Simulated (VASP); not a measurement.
# Sc (P6/mmm) in VASP: notebook

The runs below take Sc through single point, with PBE.

Everything below comes from runs of VASP 6.6.1. Logs are shortened: lines on timing, memory, paths and dates and some standing lists are left out, and cuts for length are marked.

## 1. The cell of the first run

The structure is hexagonal, space group P6/mmm (No. 191). The conventional cell has a = 3.061 Å, b = 3.061 Å, c = 2.873 Å, α = 90.00°, β = 90.00°, γ = 120.00°. Sc (site symmetry 6/mmm) has 8 Sc at 2.87 to 3.06 Å within 3.8 Å.

## 2. Single point, PBE (volume scaled by 0.92)

INCAR reads:

```
PREC = Accurate
ENCUT = 520
EDIFF = 1E-6
ISMEAR = -1
SIGMA = 0.1
LREAL = F
LASPH = T
NELM = 100
ALGO = Normal
ISIF = 2
LWAVE = F
LCHARG = F
GGA = PE
NBANDS = 12
```

KPOINTS reads:

```
regular mesh
0
Gamma
  15 15 14
```

POSCAR reads:

```
Sc
1.0
    3.0614230831      0.0000000000      0.0000000000
   -1.5307115416      2.6512701617      0.0000000000
    0.0000000000      0.0000000000      2.8732629604
Sc
1
Direct
    0.0000000000      0.0000000000      0.0000000000
```

Potentials or basis: VASP PAW PBE potentials, release 64 (Sc_sv).

Launch:

```bash
> cat potpaw_PBE.64/Sc_sv/POTCAR > POTCAR
> mpirun -np 1 vasp_std > vasp.out
```

OUTCAR:

```text
PREC = Accurate
   ENCUT = 520
   EDIFF = 1E-6
   ISMEAR = -1
   LREAL = F
   LASPH = T
   NELM = 100
   ISIF = 2
   GGA = PE

 ion  position               nearest neighbor table
   1  0.000  0.000  0.000-

  LATTYP: Found a hexagonal cell.
 ALAT       =     3.0614230831
 C/A-ratio  =     0.9385383472

  Lattice vectors:

 A1 = (   3.0614230831,   0.0000000000,   0.0000000000)
 A2 = (  -1.5307115416,   2.6512701617,   0.0000000000)
 A3 = (   0.0000000000,   0.0000000000,   2.8732629604)

Analysis of symmetry for initial positions (statically):
=====================================================================
 Subroutine PRICEL returns:
 Original cell was already a primitive cell.

 Routine SETGRP: Setting up the symmetry group for a
 hexagonal supercell.

 Subroutine GETGRP returns: Found 24 space group operations
 (whereof 24 operations were pure point group operations)
 out of a pool of 24 trial point group operations.

The static configuration has the point symmetry D_6h.

Analysis of symmetry for dynamics (positions and initial velocities):
=====================================================================
 Subroutine PRICEL returns:
 Original cell was already a primitive cell.

 Routine SETGRP: Setting up the symmetry group for a
 hexagonal supercell.

 Subroutine GETGRP returns: Found 24 space group operations
 (whereof 24 operations were pure point group operations)
 out of a pool of 24 trial point group operations.

The dynamic configuration has the point symmetry D_6h.

 Subroutine INISYM returns: Found 24 space group operations
 (whereof 24 operations are pure point group operations),
 and found     1 'primitive' translations

----------------------------------------------------------------------------------------

                                     Primitive cell

  volume of cell :      23.3213

  direct lattice vectors                    reciprocal lattice vectors
     3.061423083  0.000000000  0.000000000     0.326645476  0.188588853  0.000000000
    -1.530711542  2.651270162  0.000000000     0.000000000  0.377177707  0.000000000
     0.000000000  0.000000000  2.873262960     0.000000000  0.000000000  0.348036366

  length of vectors
     3.061423083  3.061423083  2.873262960     0.377177707  0.377177707  0.348036366

  position of ions in fractional coordinates (direct lattice)
     0.000000000  0.000000000  0.000000000

  ion indices of the primitive-cell ions
   primitive index   ion index
[... 73 lines left out ...]
   EDIFF  = 0.1E-05   stopping-criterion for ELM
   LREAL  =      F    real-space projection
   EDIFFG = 0.1E-04   stopping-criterion for IOM
   NSW    =      0    number of steps for IOM
   IBRION =     -1    ionic relax: 0-MD 1-quasi-New 2-CG
   NFREE  =      0    steps in history (QN), initial steepest desc. (CG)
   ISIF   =      2    stress and relaxation
   ISYM   =      2    0-nonsym 1-usesym 2-fastsym
   POTIM  = 0.5000    time-step for ionic-motion
   TEBEG  =    0.0;   TEEND  =   0.0 temperature during run
   PSTRESS=    0.0 pullay stress
   NELECT =      11.0000    total number of electrons
   NUPDOWN=      -1.0000    fix difference up-down
   EMIN   =  10.00;   EMAX   =-10.00  energy-range for DOS
   EFERMI =   0.00;   METHOD = LEGACY
   ISMEAR =    -1;   SIGMA  =   0.10  broadening in eV -4-tet -1-fermi 0-gaus
   EFERMI_NEDOS =   21; number of points for ismear=-14 and -15
   IALGO  =     38    algorithm
   IMIX   =      4    mixing-type and parameters
     AMIX     =   0.40;   BMIX     =  1.00
     AMIX_MAG =   1.60;   BMIX_MAG =  1.00
  volume/ion in A,a.u.               =      23.32       157.38
  Fermi-wavevector in a.u.,A,eV,Ry     =   1.274348  2.408169 22.095367  1.623964
  Thomas-Fermi vector in A             =   2.407121
   LORBIT       =      0    0 simple, 1 ext, 2 COOP (PROOUT), +10 PAW based schemes
   GGA     = PE    functional components
   LHFCALC =     F    Hartree Fock is set to
   AEXX    =    0.0000 exact exchange contribution
   IVDW    =     0    specifies the selected vdW correction
   LEPSILON=     F    determine dielectric tensor
   LRPA    =     F    only Hartree local field effects (RPA)
 non-spin polarized calculation
  energy-cutoff  :      520.00
  volume of cell :       23.32
 maximum number of plane-waves:       644
 NGX is ok and might be reduce to    24
   NGX = 11   NGY = 11   NGZ = 11

 number of electron      10.9999998 magnetization

 Free energy of the ion-electron system (eV)
  ---------------------------------------------------
  ext. energy  EPLUGINS =         0.00000000
  ---------------------------------------------------
  free energy    TOTEN  =        -5.83864375 eV

  energy without entropy =       -5.76180800  energy(sigma->0) =       -5.80022588

 E-fermi :   4.0076     XC(G=0): -10.0716

 val. band max:        4.0063476365   @ k =   0.4000   0.2000   0.3571
 cond. band min:       4.0115825826   @ k =   0.3333   0.0000   0.1429
 fundamental gap:      0.0052349461
 Fermi energy:         4.0075857852

 k-point     1 :       0.0000    0.0000    0.0000
  band No.  band energies     occupation
      1     -45.3954      2.00000
      2     -23.7666      2.00000
      3     -23.6926      2.00000
      4     -23.6926      2.00000
      5      -1.1288      2.00000
      6       3.5789      1.97287
      7       5.6823      0.00000
      8       5.6823      0.00000
      9       8.2655      0.00000
     10       8.2655      0.00000
     11      17.0888      0.00000
     12      17.1052      0.00000
[... 331 lines left out ...]
 k-point    24 :       0.4000    0.2000    0.0000
  band No.  band energies     occupation
      1     -45.3009      2.00000
      2     -24.1902      2.00000
      3     -23.9473      2.00000
      4     -23.7006      2.00000
      5       2.9606      1.99994
      6       3.9934      1.07078
      7       4.1393      0.42262
      8       6.8582      0.00000
      9       7.5647      0.00000
     10       9.2454      0.00000
     11      10.8556      0.00000
     12      12.3538      0.00000

 [... further k-points ...]
[... 5 lines left out ...]
  --------------------------------------------------------------------------------------
  -------------------------------------------------------------------------------------
  Total        0.5940365      0.5940365      0.5964034     -0.0000000     -0.0000000      0.0000000
  in kB       40.8104172     40.8104172     40.9730216     -0.0000000     -0.0000000      0.0000000
  external PRESSURE =      40.8646186 kB  Pullay stress =       0.0000000 kB

 VOLUME and BASIS-vectors are now :
 -----------------------------------------------------------------------------
  energy-cutoff  :      520.00
  volume of cell :       23.32
      direct lattice vectors                 reciprocal lattice vectors
     3.061423083  0.000000000  0.000000000     0.326645476  0.188588853  0.000000000
    -1.530711542  2.651270162  0.000000000     0.000000000  0.377177707  0.000000000
     0.000000000  0.000000000  2.873262960     0.000000000  0.000000000  0.348036366

 POSITION                                       TOTAL-FORCE (eV/Angst)
 -----------------------------------------------------------------------------------
      0.00000      0.00000      0.00000         0.000000      0.000000      0.000000
 -----------------------------------------------------------------------------------
    total drift:                                0.000000      0.000000      0.000000

  FREE ENERGIE OF THE ION-ELECTRON SYSTEM (eV)
  ---------------------------------------------------
  free  energy   TOTEN  =        -5.8386437511 eV

  energy  without entropy=       -5.7618079993  energy(sigma->0) =       -5.80022588
```

It took 23 s on 1 thread of Intel Xeon Platinum 8259CL at 2.50GHz (Skylake/Cascade Lake), shared host; peak memory 0.18 GiB.

What came out:

```yaml
Free_energy: -5.8386 eV
Pressure: 4.1 GPa
```

Levels at points of the mesh, in eV from the Fermi level:
```tsv
k point	band 2	band 3	band 4	band 5	band 6	band 7	band 8	band 9	band 10	band 11
(0.00, 0.00, 0.00)	-27.77	-27.70	-27.70	-5.14	-0.43	1.67	1.67	4.26	4.26	13.08
(0.00, 0.00, 0.50)	-28.45	-27.64	-27.64	-1.65	-0.37	2.17	2.17	2.65	2.65	6.85
```

Caveat: the cell differs from its parent crystal (volume scaled by 0.92).

## 3. Single point, PBE

This run uses another cell than the first one, of 25.35 Å³/atom, 1.087 times its volume.

INCAR reads:

```
SYSTEM = Sc
  PREC = Accurate
  ENCUT = 520
  EDIFF = 1E-6
  ISMEAR = -1
  SIGMA = 0.1
  LREAL = .FALSE.
  LASPH = .TRUE.
  NELM = 60
  ALGO = Normal
  ISIF = 2
  LWAVE = .FALSE.
  LCHARG = .FALSE.
  GGA = PE
  NBANDS = 12
```

KPOINTS reads:

```
Automatic mesh
0
G
  15 15 14
  0 0 0
```

POSCAR reads:

```
Sc
1.0
    3.1333127725      0.0000000000      0.0000000000
   -1.5666563862      2.7135284590      0.0000000000
    0.0000000000      0.0000000000      2.9814446682
Sc
1
Direct
    0.0000000000      0.0000000000      0.0000000000
```

Potentials or basis: VASP PAW PBE potentials, release 64 (Sc_sv).

Launch:

```bash
> cat potpaw_PBE.64/Sc_sv/POTCAR > POTCAR
> mpirun -np 1 vasp_std > vasp.out
```

OUTCAR:

```text
SYSTEM = Sc
   PREC = Accurate
   ENCUT = 520
   EDIFF = 1E-6
   ISMEAR = -1
   LREAL = .FALSE.
   LASPH = .TRUE.
   NELM = 60
   ISIF = 2
   GGA = PE

 ion  position               nearest neighbor table
   1  0.000  0.000  0.000-

  LATTYP: Found a hexagonal cell.
 ALAT       =     3.1333127725
 C/A-ratio  =     0.9515311380

  Lattice vectors:

 A1 = (   3.1333127725,   0.0000000000,   0.0000000000)
 A2 = (  -1.5666563862,   2.7135284590,   0.0000000000)
 A3 = (   0.0000000000,   0.0000000000,   2.9814446682)

Analysis of symmetry for initial positions (statically):
=====================================================================
 Subroutine PRICEL returns:
 Original cell was already a primitive cell.

 Routine SETGRP: Setting up the symmetry group for a
 hexagonal supercell.

 Subroutine GETGRP returns: Found 24 space group operations
 (whereof 24 operations were pure point group operations)
 out of a pool of 24 trial point group operations.

The static configuration has the point symmetry D_6h.

Analysis of symmetry for dynamics (positions and initial velocities):
=====================================================================
 Subroutine PRICEL returns:
 Original cell was already a primitive cell.

 Routine SETGRP: Setting up the symmetry group for a
 hexagonal supercell.

 Subroutine GETGRP returns: Found 24 space group operations
 (whereof 24 operations were pure point group operations)
 out of a pool of 24 trial point group operations.

The dynamic configuration has the point symmetry D_6h.

 Subroutine INISYM returns: Found 24 space group operations
 (whereof 24 operations are pure point group operations),
 and found     1 'primitive' translations

----------------------------------------------------------------------------------------

                                     Primitive cell

[... 108 lines left out ...]
     AMIX_MAG =   1.60;   BMIX_MAG =  1.00
  volume/ion in A,a.u.               =      25.35       171.07
  Fermi-wavevector in a.u.,A,eV,Ry     =   1.239417  2.342158 20.900649  1.536154
  Thomas-Fermi vector in A             =   2.373901
   LORBIT       =      0    0 simple, 1 ext, 2 COOP (PROOUT), +10 PAW based schemes
   GGA     = PE    functional components
   LHFCALC =     F    Hartree Fock is set to
   AEXX    =    0.0000 exact exchange contribution
   IVDW    =     0    specifies the selected vdW correction
   LEPSILON=     F    determine dielectric tensor
   LRPA    =     F    only Hartree local field effects (RPA)
 non-spin polarized calculation
  energy-cutoff  :      520.00
  volume of cell :       25.35
 maximum number of plane-waves:       701
 NGX is ok and might be reduce to    24
   NGX = 11   NGY = 11   NGZ = 11

 number of electron      11.0000003 magnetization

 Free energy of the ion-electron system (eV)
  ---------------------------------------------------
  ext. energy  EPLUGINS =         0.00000000
  ---------------------------------------------------
  free energy    TOTEN  =        -5.86413516 eV

  energy without entropy =       -5.78260120  energy(sigma->0) =       -5.82336818

 E-fermi :   3.5179     XC(G=0):  -9.7354

 val. band max:        3.5135223728   @ k =   0.2667   0.1333   0.0714
 cond. band min:       3.5196963715   @ k =   0.3333   0.1333   0.3571
 fundamental gap:      0.0061739987
 Fermi energy:         3.5179364532

 k-point     1 :       0.0000    0.0000    0.0000
  band No.  band energies     occupation
      1     -46.0589      2.00000
      2     -24.5163      2.00000
      3     -24.4108      2.00000
      4     -24.4108      2.00000
      5      -1.4810      2.00000
      6       3.1648      1.94313
      7       5.1041      0.00000
      8       5.1041      0.00000
      9       7.3799      0.00000
     10       7.3799      0.00000
     11      15.5227      0.00000
     12      16.2462      0.00000
[... 331 lines left out ...]
 k-point    24 :       0.4000    0.2000    0.0000
  band No.  band energies     occupation
      1     -45.9882      2.00000
      2     -24.8059      2.00000
      3     -24.6136      2.00000
      4     -24.4632      2.00000
      5       2.5261      1.99990
      6       3.4515      1.32041
      7       3.6702      0.35823
      8       6.0701      0.00000
      9       6.7290      0.00000
     10       8.3502      0.00000
     11       9.7761      0.00000
     12      11.3187      0.00000

 [... further k-points ...]
[... 5 lines left out ...]
  --------------------------------------------------------------------------------------
  -------------------------------------------------------------------------------------
  Total       -0.0113880     -0.0113880      0.0032337     -0.0000000     -0.0000000     -0.0000000
  in kB       -0.7197671     -0.7197671      0.2043813     -0.0000000     -0.0000000     -0.0000000
  external PRESSURE =      -0.4117176 kB  Pullay stress =       0.0000000 kB

 VOLUME and BASIS-vectors are now :
 -----------------------------------------------------------------------------
  energy-cutoff  :      520.00
  volume of cell :       25.35
      direct lattice vectors                 reciprocal lattice vectors
     3.133312773  0.000000000  0.000000000     0.319151030  0.184261933  0.000000000
    -1.566656386  2.713528459  0.000000000     0.000000000  0.368523867  0.000000000
     0.000000000  0.000000000  2.981444668     0.000000000  0.000000000  0.335407868

 POSITION                                       TOTAL-FORCE (eV/Angst)
 -----------------------------------------------------------------------------------
      0.00000      0.00000      0.00000        -0.000000      0.000000      0.000000
 -----------------------------------------------------------------------------------
    total drift:                                0.000000      0.000000      0.000000

  FREE ENERGIE OF THE ION-ELECTRON SYSTEM (eV)
  ---------------------------------------------------
  free  energy   TOTEN  =        -5.8641351627 eV

  energy  without entropy=       -5.7826011994  energy(sigma->0) =       -5.82336818
```

Run time: 24 s. Hardware: 1 thread of Intel Xeon Platinum 8259CL at 2.50GHz (Skylake/Cascade Lake), shared host; peak memory 0.18 GiB.

What came out:

- Free energy: -5.8641 eV
- Pressure: 0.0 GPa

Stress tensor (GPa, compression positive):
```
-0.07  0.00  0.00
 0.00 -0.07  0.00
 0.00  0.00  0.02
```

## 4. Single point, PBE

This run uses another cell than the first one, of 25.35 Å³/atom, 1.087 times its volume.

INCAR reads:

```
  PREC = Accurate
  ENCUT = 520
  EDIFF = 1E-7
  ISMEAR = -1
  SIGMA = 0.1
  LREAL = F
  LASPH = T
  NELM = 60
  ALGO = Normal
  ISIF = 2
  LWAVE = F
  LCHARG = F
  GGA = PE
  NBANDS = 12
```

KPOINTS reads:

```
regular mesh
0
Gamma
  15 15 14
```

POSCAR is that of step 3.

Potentials or basis: VASP PAW PBE potentials, release 64 (Sc_sv).

Launch:

```bash
> cat potpaw_PBE.64/Sc_sv/POTCAR > POTCAR
> mpirun -np 1 vasp_std > vasp.out
```

OUTCAR:

```text
PREC = Accurate
   ENCUT = 520
   EDIFF = 1E-7
   ISMEAR = -1
   LREAL = F
   LASPH = T
   NELM = 60
   ISIF = 2
   GGA = PE

 ion  position               nearest neighbor table
   1  0.000  0.000  0.000-

  LATTYP: Found a hexagonal cell.
 ALAT       =     3.1333127725
 C/A-ratio  =     0.9515311380

  Lattice vectors:

 A1 = (   3.1333127725,   0.0000000000,   0.0000000000)
 A2 = (  -1.5666563862,   2.7135284590,   0.0000000000)
[... 538 lines left out ...]
     11       9.7751      0.00000
     12      11.3183      0.00000

 [... further k-points ...]

------------------------ aborting loop because EDIFF is reached ----------------------------------------

  FORCE on cell =-STRESS in cart. coord.  units (eV):
  Direction    XX          YY          ZZ          XY          YZ          ZX
  --------------------------------------------------------------------------------------
  -------------------------------------------------------------------------------------
  Total        0.0048130      0.0048130      0.0074029      0.0000000      0.0000000     -0.0000000
  in kB        0.3042040      0.3042040      0.4678966      0.0000000      0.0000000     -0.0000000
  external PRESSURE =       0.3587682 kB  Pullay stress =       0.0000000 kB

 VOLUME and BASIS-vectors are now :
 -----------------------------------------------------------------------------
  energy-cutoff  :      520.00
  volume of cell :       25.35
      direct lattice vectors                 reciprocal lattice vectors
     3.133312773  0.000000000  0.000000000     0.319151030  0.184261933  0.000000000
    -1.566656386  2.713528459  0.000000000     0.000000000  0.368523867  0.000000000
     0.000000000  0.000000000  2.981444668     0.000000000  0.000000000  0.335407868

 POSITION                                       TOTAL-FORCE (eV/Angst)
 -----------------------------------------------------------------------------------
      0.00000      0.00000      0.00000        -0.000000      0.000000      0.000000
 -----------------------------------------------------------------------------------
    total drift:                                0.000000     -0.000000      0.000000

  FREE ENERGIE OF THE ION-ELECTRON SYSTEM (eV)
  ---------------------------------------------------
  free  energy   TOTEN  =        -5.8641351927 eV

  energy  without entropy=       -5.7825593275  energy(sigma->0) =       -5.82334726
```

It took 28 s on 1 thread of Intel Xeon Platinum 8259CL at 2.50GHz (Skylake/Cascade Lake), shared host; peak memory 0.18 GiB.

Results:

```yaml
Free_energy: -5.8641 eV
Pressure: 0.0 GPa
```

Levels at points of the mesh, in eV from the Fermi level:
| k point | band 2 | band 3 | band 4 | band 5 | band 6 | band 7 | band 8 | band 9 | band 10 | band 11 |
| --- | --- | --- | --- | --- | --- | --- | --- | --- | --- | --- |
| (0.00, 0.00, 0.00) | -28.04 | -27.93 | -27.93 | -5.00 | -0.35 | 1.59 | 1.59 | 3.86 | 3.86 | 12.01 |
| (0.00, 0.00, 0.50) | -28.52 | -27.89 | -27.89 | -1.75 | -0.53 | 1.99 | 1.99 | 2.51 | 2.51 | 6.03 |
